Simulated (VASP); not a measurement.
# BeS: single point with PBE

BeS:

```
Be S
1.0
     0.00000    2.31730    2.31730
     2.31730    0.00000    2.31730
     2.31730    2.31730    0.00000
Be S
1 1
Direct
  0.00000 0.00000 0.00000
  0.50000 0.50000 0.50000
```

```
Program                : VASP 6.6.1
Task                   : single point
Functional             : PBE
Potentials or basis    : VASP PAW PBE potentials, release 64 (Be, S)
Cutoff                 : 600 eV
k mesh                 : 4 × 4 × 4
Occupations            : gaussian, width 0.01 eV
Spin                   : no spin polarisation
Dipole correction      : no
Further INCAR settings : ALGO = Normal; EDIFF = 1e-06; NBANDS = 11
```

| Property | Result |
| --- | --- |
| Pressure | 1.1 GPa |
| Band gap on the k mesh | 1.24 eV, indirect (least direct gap 4.12 eV) |

Levels at points of the mesh, in eV from the valence-band top:
| k point | band 1 | band 2 | band 3 | band 4 | band 5 | band 6 | band 7 | band 8 |
| --- | --- | --- | --- | --- | --- | --- | --- | --- |
| (0.00, 0.00, 0.00) | -14.79 | 0.00 | 0.00 | 0.00 | 5.57 | 9.11 | 9.11 | 9.11 |
| (0.50, 0.00, 0.00) | -12.53 | -6.93 | -0.20 | -0.20 | 4.19 | 4.19 | 4.41 | 10.44 |
| (0.50, 0.50, 0.00) | -11.48 | -6.49 | -2.88 | -2.88 | 1.24 | 4.61 | 12.03 | 12.03 |

It took 4.9 s on 1 thread of Intel Xeon 8259CL, on a shared host, peak memory 0.14 GiB.

Caveat: the k points lie up to 0.59 Å⁻¹ apart. A k mesh can miss the band edges.
